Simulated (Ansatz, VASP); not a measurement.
**Two plane-wave programs on PbSe**

File INCAR:

```
  PREC = Accurate
  ENCUT = 520
  EDIFF = 1E-6
  ISMEAR = 0
  SIGMA = 0.03
  LREAL = False
  LASPH = True
  NELM = 80
  ALGO = Normal
  ISIF = 2
  LWAVE = False
  LCHARG = False
  GGA = PE
  IVDW = 12
  NBANDS = 17
```

KPOINTS

```
Automatic mesh
0
Gamma
  10 10 10
```

File POSCAR:

```
PbSe
1.0
   -0.0843449018      2.8983975338      3.0670873374
    2.8983975338     -0.0843449018      3.0670873374
    2.8140526321      2.8140526321      0.0000000000
Pb Se
1 1
Direct
    0.0000000000      0.0000000000      0.0000000000
    0.5000000000      0.5000000000      0.5000000000
```

Input for Ansatz:

```yaml
crystal:
  lattice:
    - [-0.0843449018, 2.8983975338, 3.0670873374]
    - [2.8983975338, -0.0843449018, 3.0670873374]
    - [2.8140526321, 2.8140526321, 0.0]
  atoms:
    - { symbol: Pb, position: [0.0, 0.0, 0.0] }
    - { symbol: Se, position: [0.5, 0.5, 0.5] }
basis:
  ecutwfc: 420
kpoints:
  mp_grid: { grid: [10, 10, 10] }
hamiltonian:
  xc: pbe
  dispersion: d3bj
scf:
  occupations: { method: gaussian, width: 0.03 }
output:
  forces: true
  stress: true
  eigenvalues: true
```

Change from the starting cell: engineering shear strain xy -0.0550, equal normal strain along x and y -0.0550.

Alike in both runs: task single point; functional PBE; dispersion D3(BJ); k mesh 10 × 10 × 10; occupations gaussian, width 0.03 eV; no spin polarisation.

```csv
,VASP,Ansatz
version,VASP 6.6.1,Ansatz 0.2.0
potentials or method,"VASP PAW PBE potentials, release 64 (Pb_d, Se), cutoff 520 eV","scalar-relativistic, plane waves, PAW"
valence electrons in the cell,20,30
```

```csv
,VASP,Ansatz,Ansatz less VASP
gap on the k mesh at the Fermi level (eV),none,none,-
pressure (GPa),8.0,8.0,0.00
"traceless stress, the component that is largest in VASP (GPa)",-7.00,-6.98,+0.017
```

A gap of «none» marks a metal or a gap that the smearing closes. VASP's potentials hold 20 valence electrons a cell and Ansatz's 30, so a difference there can come from the potentials and not from the codes.

Neither program's run includes spin-orbit coupling.
